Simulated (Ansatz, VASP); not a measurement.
ReS in VASP and in Ansatz

```
CELL_PARAMETERS angstrom
3.67764 0.00000 0.00000
-1.83882 3.18493 0.00000
0.00000 0.00000 5.12572
ATOMIC_POSITIONS crystal
Re 0.00000 0.00000 0.00000
Re 0.00000 0.00000 0.50000
S 0.33333 0.66667 0.25000
S 0.66667 0.33333 0.75000
```

Alike in both runs: task relaxation of cell and atoms; functional PBEsol; k mesh 10 × 10 × 6; occupations gaussian, width 0.05 eV; collinear spin.

|  | VASP | Ansatz |
| --- | --- | --- |
| version | VASP 6.6.1 | Ansatz 0.2.0 |
| potentials or method | VASP PAW PBE potentials, release 64 (Re_sv_GW, S), cutoff 500 eV | scalar-relativistic, plane waves, PAW |
| valence electrons in the cell | 42 | 42 |

VASP gave:

| Quantity | Value |
| --- | --- |
| gap on the k mesh at the Fermi level, each at its own relaxed structure (eV) | none |
| net moment per atom (μB) | 0.00 |
| relaxed volume (Å³/atom) | 14.41 |
| relaxed cell length with the largest relative difference (Å) | 5.335 |

Task: Estimate Ansatz's values.

Result: gap on the k mesh at the Fermi level, each at its own relaxed structure (eV): none; net moment per atom (μB): 0.00; relaxed volume (Å³/atom): 14.46; relaxed cell length with the largest relative difference (Å): 5.346.

VASP's potentials were made for PBE, not for PBEsol. A gap of «none» marks a metal or a gap that the smearing closes. Ansatz's warnings: seeded moment not kept.

Spin-orbit coupling is off throughout.
